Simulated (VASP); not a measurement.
# InB5 (F-43m) in VASP: notebook

Runs on InB5. Level: PBE. Tasks: single point, relaxation of cell and atoms.

All numbers are computed with VASP 6.6.1; they aren't measurements. Logs are shortened: lines on timing, memory, paths and dates and some standing lists are left out, and cuts for length are marked.

**1. The cell of the first run**

Symmetry: F-43m, No. 216, cubic system. The conventional cell has a = 6.218 Å, b = 6.218 Å, c = 6.218 Å, α = 90.00°, β = 90.00°, γ = 90.00°. In (site symmetry -43m) has 16 B at 2.63 to 2.69 Å within 3.5 Å. B (site symmetry -43m) has 12 B at 2.55 Å and 4 In at 2.69 Å within 3.4 Å. Within 2.4 Å of B (site symmetry 3m) lie 3 B at 1.79 Å.

The cell was generated, and may not be a known phase.

**2. Single point, PBE**

Contents of INCAR:

```
SYSTEM = InB5
ALGO     = Normal         ! electronic algorithm
EDIFF    = 1E-6           ! SCF threshold, eV
ENCUT    = 520            ! plane-wave cutoff, eV
GGA      = PE             ! functional
ISIF     = 2              ! what is computed and relaxed
ISMEAR   = 0              ! smearing method
LASPH    = .True.         ! aspherical terms in the spheres
LCHARG   = .True.         ! write CHGCAR
LELF     = .True.         ! ELF
LREAL    = .False.        ! projectors in reciprocal space
LVHAR    = .True.       
LWAVE    = .False.        ! write WAVECAR
NBANDS   = 23             ! bands
NELM     = 80             ! most SCF steps
PREC     = Accurate       ! precision mode
SIGMA    = 0.1            ! smearing width, eV
```

Contents of KPOINTS:

```
k-points
0
Gamma
  10 10 10
  0 0 0
```

Contents of POSCAR:

```
InB5
1.0
    0.0000000000      3.1089150103      3.1089150103
    3.1089150103      0.0000000000      3.1089150103
    3.1089150103      3.1089150103      0.0000000000
In B
1 5
Direct
    0.0000000000      0.0000000000      0.0000000000
    0.2500000000      0.2500000000      0.2500000000
    0.6016780931      0.6016780931      0.6016780931
    0.1949657207      0.6016780931      0.6016780931
    0.6016780931      0.1949657207      0.6016780931
    0.6016780931      0.6016780931      0.1949657207
```

Potentials or basis: VASP PAW PBE potentials, release 64 (In_d, B).

Command:

```
> cat potpaw_PBE.64/In_d/POTCAR potpaw_PBE.64/B/POTCAR > POTCAR
> mpirun -np 1 vasp_std > vasp.out
```

OUTCAR:

```text
SYSTEM = InB5
   EDIFF = 1E-6
   ENCUT = 520
   GGA = PE
   ISIF = 2
   ISMEAR = 0
   LASPH = .True.
   LREAL = .False.
   NELM = 80
   PREC = Accurate

 ion  position               nearest neighbor table
   1  0.000  0.000  0.000-   5 2.63   6 2.63   4 2.63   6 2.63   4 2.63   5 2.63   3 2.63   3 2.63
                             3 2.63   4 2.63   5 2.63   6 2.63   2 2.69   2 2.69   2 2.69   2 2.69
   2  0.250  0.250  0.250-   1 2.69   1 2.69   1 2.69   1 2.69
   3  0.602  0.602  0.602-   4 1.79   5 1.79   6 1.79   1 2.63   1 2.63   1 2.63
   4  0.195  0.602  0.602-   3 1.79   5 1.79   6 1.79   1 2.63   1 2.63   1 2.63
   5  0.602  0.195  0.602-   3 1.79   4 1.79   6 1.79   1 2.63   1 2.63   1 2.63
   6  0.602  0.602  0.195-   3 1.79   4 1.79   5 1.79   1 2.63   1 2.63   1 2.63

  LATTYP: Found a face centered cubic cell.
 ALAT       =     6.2178300206

  Lattice vectors:

 A1 = (   0.0000000000,   3.1089150103,   3.1089150103)
 A2 = (   3.1089150103,   0.0000000000,   3.1089150103)
 A3 = (   3.1089150103,   3.1089150103,   0.0000000000)

Analysis of symmetry for initial positions (statically):
=====================================================================
 Subroutine PRICEL returns:
 Original cell was already a primitive cell.

 Routine SETGRP: Setting up the symmetry group for a
 face centered cubic supercell.

 Subroutine GETGRP returns: Found 24 space group operations
 (whereof 24 operations were pure point group operations)
 out of a pool of 48 trial point group operations.

The static configuration has the point symmetry T_d .

Analysis of symmetry for dynamics (positions and initial velocities):
=====================================================================
 Subroutine PRICEL returns:
 Original cell was already a primitive cell.

 Routine SETGRP: Setting up the symmetry group for a
 face centered cubic supercell.

 Subroutine GETGRP returns: Found 24 space group operations
 (whereof 24 operations were pure point group operations)
 out of a pool of 48 trial point group operations.

The dynamic configuration has the point symmetry T_d .

 Subroutine INISYM returns: Found 24 space group operations
 (whereof 24 operations are pure point group operations),
 and found     1 'primitive' translations

----------------------------------------------------------------------------------------

                                     Primitive cell

  volume of cell :      60.0975

  direct lattice vectors                    reciprocal lattice vectors
     0.000000000  3.108915010  3.108915010    -0.160827812  0.160827812  0.160827812
     3.108915010  0.000000000  3.108915010     0.160827812 -0.160827812  0.160827812
     3.108915010  3.108915010  0.000000000     0.160827812  0.160827812 -0.160827812

  length of vectors
     4.396669772  4.396669772  4.396669772     0.278561942  0.278561942  0.278561942

  position of ions in fractional coordinates (direct lattice)
     0.000000000  0.000000000  0.000000000
     0.250000000  0.250000000  0.250000000
     0.601678093  0.601678093  0.601678093
     0.194965721  0.601678093  0.601678093
     0.601678093  0.194965721  0.601678093
     0.601678093  0.601678093  0.194965721

  ion indices of the primitive-cell ions
   primitive index   ion index
                 1           1
                 2           2
                 3           3
                 4           4
                 5           5
                 6           6

----------------------------------------------------------------------------------------

 KPOINTS: k-points

Automatic generation of k-mesh.
 Grid dimensions read from file:
 generate k-points for:   10   10   10

 Generating k-lattice:

  Cartesian coordinates                     Fractional coordinates (reciprocal lattice)
    -0.016082781  0.016082781  0.016082781     0.100000000  0.000000000  0.000000000
     0.016082781 -0.016082781  0.016082781     0.000000000  0.100000000  0.000000000
     0.016082781  0.016082781 -0.016082781     0.000000000  0.000000000  0.100000000

  Length of vectors
     0.027856194  0.027856194  0.027856194

  Shift w.r.t. Gamma in fractional coordinates (k-lattice)
     0.000000000  0.000000000  0.000000000

 Subroutine IBZKPT returns following result:
 ===========================================

 Found     47 irreducible k-points:

 Following reciprocal coordinates:
            Coordinates               Weight
  0.000000  0.000000  0.000000      1.000000
  0.100000  0.000000  0.000000      8.000000
  0.200000  0.000000  0.000000      8.000000
  0.300000  0.000000  0.000000      8.000000
  0.400000  0.000000  0.000000      8.000000
  0.500000  0.000000  0.000000      4.000000
[... 16 lines left out ...]
  0.300000  0.300000  0.000000      6.000000
  0.400000  0.300000  0.000000     24.000000
 [... further k-points ...]
   k-points           NKPTS =     47   k-points in BZ     NKDIM =     47   number of bands    NBANDS=     23
   number of dos      NEDOS =    301   number of ions     NIONS =      6
   total plane-waves  NPLWV =  46656
   dimension x,y,z NGX =    36 NGY =   36 NGZ =   36
   dimension x,y,z NGXF=    72 NGYF=   72 NGZF=   72
   ions per type =               1   5
   NGX,Y,Z   is equivalent  to a cutoff of  13.61, 13.61, 13.61 a.u.
   NGXF,Y,Z  is equivalent  to a cutoff of  27.22, 27.22, 27.22 a.u.
 SYSTEM =  InB5
   PREC   = accura    normal or accurate (medium, high low for compatibility)
   ISTART =      0    job   : 0-new  1-cont  2-samecut
   ICHARG =      2    charge: 1-file 2-atom 10-const
   ISPIN  =      1    spin polarized calculation?
   LNONCOLLINEAR =      F non collinear calculations
   LSORBIT =      F    spin-orbit coupling
   LASPH  =      T    aspherical Exc in radial PAW
   ENCUT  =  520.0 eV  38.22 Ry    6.18 a.u.   8.17  8.17  8.17*2*pi/ulx,y,z
   NELM   =     80;   NELMIN=  2; NELMDL= -5     # of ELM steps
   EDIFF  = 0.1E-05   stopping-criterion for ELM
   LREAL  =      F    real-space projection
   EDIFFG = 0.1E-04   stopping-criterion for IOM
   NSW    =      0    number of steps for IOM
   IBRION =     -1    ionic relax: 0-MD 1-quasi-New 2-CG
   NFREE  =      0    steps in history (QN), initial steepest desc. (CG)
   ISIF   =      2    stress and relaxation
   ISYM   =      2    0-nonsym 1-usesym 2-fastsym
   POTIM  = 0.5000    time-step for ionic-motion
   TEBEG  =    0.0;   TEEND  =   0.0 temperature during run
   PSTRESS=    0.0 pullay stress
   NELECT =      28.0000    total number of electrons
   NUPDOWN=      -1.0000    fix difference up-down
   EMIN   =  10.00;   EMAX   =-10.00  energy-range for DOS
   EFERMI =   0.00;   METHOD = LEGACY
   ISMEAR =     0;   SIGMA  =   0.10  broadening in eV -4-tet -1-fermi 0-gaus
   EFERMI_NEDOS =   21; number of points for ismear=-14 and -15
   IALGO  =     38    algorithm
   IMIX   =      4    mixing-type and parameters
     AMIX     =   0.40;   BMIX     =  1.00
     AMIX_MAG =   1.60;   BMIX_MAG =  1.00
  volume/ion in A,a.u.               =      10.02        67.59
  Fermi-wavevector in a.u.,A,eV,Ry     =   1.269137  2.398322 21.915038  1.610710
  Thomas-Fermi vector in A             =   2.402195
   LORBIT       =      0    0 simple, 1 ext, 2 COOP (PROOUT), +10 PAW based schemes
   GGA     = PE    functional components
   LHFCALC =     F    Hartree Fock is set to
   AEXX    =    0.0000 exact exchange contribution
   IVDW    =     0    specifies the selected vdW correction
   LEPSILON=     F    determine dielectric tensor
   LRPA    =     F    only Hartree local field effects (RPA)
 non-spin polarized calculation
 Gauss-broadening in eV      SIGMA  =   0.10
  energy-cutoff  :      520.00
  volume of cell :       60.10
 maximum number of plane-waves:      1639
 NGX is ok and might be reduce to    36
   NGX = 17   NGY = 17   NGZ = 17

 number of electron      27.9999997 magnetization

 Free energy of the ion-electron system (eV)
  ---------------------------------------------------
  ext. energy  EPLUGINS =         0.00000000
  ---------------------------------------------------
  free energy    TOTEN  =       -25.18157435 eV

  energy without entropy =      -25.17354185  energy(sigma->0) =      -25.17755810

 E-fermi :   7.9014     XC(G=0): -11.6527

 val. band max:        7.8880535547   @ k =   0.5000   0.5000   0.0000
 cond. band min:       7.9315074432   @ k =  -0.3000   0.4000   0.2000
 fundamental gap:      0.0434538885
 Fermi energy:         7.9014162312

 k-point     1 :       0.0000    0.0000    0.0000
  band No.  band energies     occupation
      1      -7.0660      2.00000
      2      -6.9678      2.00000
      3      -6.9678      2.00000
      4      -6.9678      2.00000
      5      -6.9671      2.00000
      6      -6.9671      2.00000
[... 15 lines left out ...]
     22      15.9943      0.00000
     23      15.9943      0.00000

 k-point     2 :       0.1000    0.0000    0.0000
  band No.  band energies     occupation
      1      -6.9953      2.00000
      2      -6.9726      2.00000
      3      -6.9726      2.00000
      4      -6.9597      2.00000
      5      -6.9597      2.00000
      6      -6.9585      2.00000
[... 15 lines left out ...]
     22      15.7455      0.00000
     23      15.7455      0.00000

 k-point     3 :       0.2000    0.0000    0.0000
  band No.  band energies     occupation
      1      -6.9837      2.00000
      2      -6.9837      2.00000
      3      -6.9830      2.00000
      4      -6.9419      2.00000
      5      -6.9419      2.00000
      6      -6.7389      2.00000
[... 15 lines left out ...]
     22      14.9414      0.00000
     23      15.1996      0.00000
[... 495 lines left out ...]
 k-point    23 :       0.3000    0.3000    0.0000
  band No.  band energies     occupation
      1      -7.1842      2.00000
      2      -7.0095      2.00000
      3      -6.9417      2.00000
      4      -6.9069      2.00000
      5      -6.9069      2.00000
      6      -5.9774      2.00000
[... 15 lines left out ...]
     22      13.8793      0.00000
     23      13.8793      0.00000

 k-point    24 :       0.4000    0.3000    0.0000
  band No.  band energies     occupation
      1      -7.2146      2.00000
      2      -7.0126      2.00000
      3      -6.9439      2.00000
      4      -6.8991      2.00000
      5      -6.8911      2.00000
      6      -5.6295      2.00000
[... 15 lines left out ...]
     22      14.0604      0.00000
     23      14.1433      0.00000

 [... further k-points ...]

------------------------ aborting loop because EDIFF is reached ----------------------------------------

  FORCE on cell =-STRESS in cart. coord.  units (eV):
  Direction    XX          YY          ZZ          XY          YZ          ZX
  --------------------------------------------------------------------------------------
  -------------------------------------------------------------------------------------
  Total        0.0191699      0.0191699      0.0191699      0.0000000      0.0000000      0.0000000
  in kB        0.5110621      0.5110621      0.5110621      0.0000000      0.0000000      0.0000000
  external PRESSURE =       0.5110621 kB  Pullay stress =       0.0000000 kB

 VOLUME and BASIS-vectors are now :
 -----------------------------------------------------------------------------
  energy-cutoff  :      520.00
  volume of cell :       60.10
      direct lattice vectors                 reciprocal lattice vectors
     0.000000000  3.108915010  3.108915010    -0.160827812  0.160827812  0.160827812
     3.108915010  0.000000000  3.108915010     0.160827812 -0.160827812  0.160827812
     3.108915010  3.108915010  0.000000000     0.160827812  0.160827812 -0.160827812

 POSITION                                       TOTAL-FORCE (eV/Angst)
 -----------------------------------------------------------------------------------
      0.00000      0.00000      0.00000        -0.000000      0.000000      0.000000
      1.55446      1.55446      1.55446         0.000000      0.000000      0.000000
      3.74113      3.74113      3.74113         0.004631      0.004631      0.004631
      3.74113      2.47670      2.47670         0.004631     -0.004631     -0.004631
      2.47670      3.74113      2.47670        -0.004631      0.004631     -0.004631
      2.47670      2.47670      3.74113        -0.004631     -0.004631      0.004631
 -----------------------------------------------------------------------------------
    total drift:                                0.000000      0.000000      0.000000

  FREE ENERGIE OF THE ION-ELECTRON SYSTEM (eV)
  ---------------------------------------------------
  free  energy   TOTEN  =       -25.1815743545 eV

  energy  without entropy=      -25.1735418464  energy(sigma->0) =      -25.17755810
```

Run time: 76 s. Hardware: 1 thread of Intel Xeon 8259CL, shared host; peak memory 0.23 GiB.

Results:

* Free energy: -25.1816 eV
* Pressure: 0.1 GPa
* Largest force: 0.008 eV/Å
* Band gap on the k mesh: zero (bands 14 and 15 overlap by 2.49 eV)

Forces on the atoms (eV/Å):
```
In   0.000  0.000  0.000
B    0.000  0.000  0.000
B    0.005  0.005  0.005
B    0.005 -0.005 -0.005
B   -0.005  0.005 -0.005
B   -0.005 -0.005  0.005
```

Caveat: spin-orbit coupling is left out, which moves the levels of the heavy elements.

**3. Relaxation of cell and atoms, PBE**

This run uses another cell than the first one, of 9.90 Å³/atom.

Contents of INCAR:

```
ALGO = Normal
EDIFF = 1E-6
EDIFFG = -0.01
ENCUT = 600
GGA = PE
IBRION = 2
ISIF = 3
ISMEAR = 0
LASPH = T
LCHARG = F
LREAL = F
LWAVE = F
NELM = 80
NSW = 100
PREC = Accurate
SIGMA = 0.1
```

Contents of KPOINTS:

```
k-points
0
Gamma
  10 10 10
```

Contents of POSCAR:

```
InB5
1.0
    0.0000000000      3.0972481927      3.0972481927
    3.0972481927      0.0000000000      3.0972481927
    3.0972481927      3.0972481927      0.0000000000
In B
1 5
Direct
    0.0000000000      0.0000000000      0.0000000000
    0.2500000000      0.2500000000      0.2500000000
    0.6032278415      0.6032278415      0.6032278415
    0.1903164754      0.6032278415      0.6032278415
    0.6032278415      0.1903164754      0.6032278415
    0.6032278415      0.6032278415      0.1903164754
```

Potentials or basis: VASP PAW PBE potentials, release 64 (In_d, B).

Command:

```
> cat potpaw_PBE.64/In_d/POTCAR potpaw_PBE.64/B/POTCAR > POTCAR
> mpirun -np 1 vasp_std > vasp.out
```

Wall time 2.8 min (1 thread of Intel Xeon 8259CL, shared host); peak memory 0.25 GiB.

Results (log left out):

- Free energy: -25.1845 eV
- Relaxed volume: 10.03 Å³/atom
- Relaxed cell: a = 4.398 Å, b = 4.398 Å, c = 4.398 Å, α = 60.00°, β = 60.00°, γ = 60.00°
- Space group after relaxing (to 0.1 Å): F-43m (No. 216)
- Energy gained by relaxing: 1.4 meV/atom
- Ionic steps: 4
- Pressure after relaxing: -0.1 GPa
- Band gap on the k mesh: zero (bands 14 and 15 overlap by 2.49 eV)

The path:
```tsv
step	energy change (eV)	largest force (eV/Å)	pressure (GPa)	volume (Å³)
1	0.0000	0.2356	0.19	59.42
2	-0.0064	0.0272	0.91	59.53
3	-0.0066	0.0145	1.05	59.54
4	-0.0083	0.0018	-0.08	60.17
```

Final structure:
```
CELL_PARAMETERS angstrom
0.00000 3.11012 3.11012
3.11012 0.00000 3.11012
3.11012 3.11012 0.00000
ATOMIC_POSITIONS crystal
In 0.00000 0.00000 0.00000
B 0.25000 0.25000 0.25000
B 0.60166 0.60166 0.60166
B 0.19501 0.60166 0.60166
B 0.60166 0.19501 0.60166
B 0.60166 0.60166 0.19501
```

Levels at points of the mesh, in eV from the Fermi level:
```tsv
k point	band 10	band 11	band 12	band 13	band 14	band 15	band 16	band 17	band 18
(0.00, 0.00, 0.00)	-5.51	-3.02	-2.40	-2.40	-2.40	-0.85	-0.85	0.99	0.99
(0.50, 0.00, 0.00)	-5.59	-3.85	-3.85	-2.14	0.26	1.09	1.21	1.21	2.11
(0.50, 0.50, 0.00)	-7.56	-5.73	-0.02	0.31	1.03	1.44	1.44	2.59	2.59
```

Caveat: spin-orbit coupling is left out, which moves the levels of the heavy elements.

The gap in the log of VASP goes by the Fermi energy; the results here count the filled bands.